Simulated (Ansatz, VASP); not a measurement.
# CaO: VASP beside Ansatz

```
CELL_PARAMETERS angstrom
0.00000 2.40719 2.36906
2.40719 0.00000 2.36906
2.40719 2.40719 0.00000
ATOMIC_POSITIONS crystal
Ca 0.00000 0.00000 0.00000
O 0.50000 0.50000 0.50000
```

Change from the starting cell: strained cell.

Alike in both runs: functional PBEsol; k mesh 8 × 8 × 8; occupations gaussian, width 0.02 eV; no spin polarisation.

Ansatz relaxed the structure, and its values are those at the end. VASP's run is a single point on that final structure, the one shown.

```csv
,VASP,Ansatz
version,VASP 6.6.1,Ansatz 0.2.0
potentials or method,"VASP PAW PBE potentials, release 64 (Ca_sv, O), cutoff 600 eV","scalar-relativistic, plane waves, PAW"
valence electrons in the cell,16,16
```

|  | VASP | Ansatz | Ansatz less VASP |
| --- | --- | --- | --- |
| gap on the k mesh at the Fermi level (eV) | 3.47 | 3.49 | +0.022 |
| least direct gap on the mesh (eV) | 3.89 | 3.91 | +0.021 |
| pressure (GPa) | -1.0 | -1.5 | -0.54 |

VASP's potentials were made for PBE, not for PBEsol, and Ansatz warns of the same on its side. Ansatz's warnings: stress scf threshold loose.
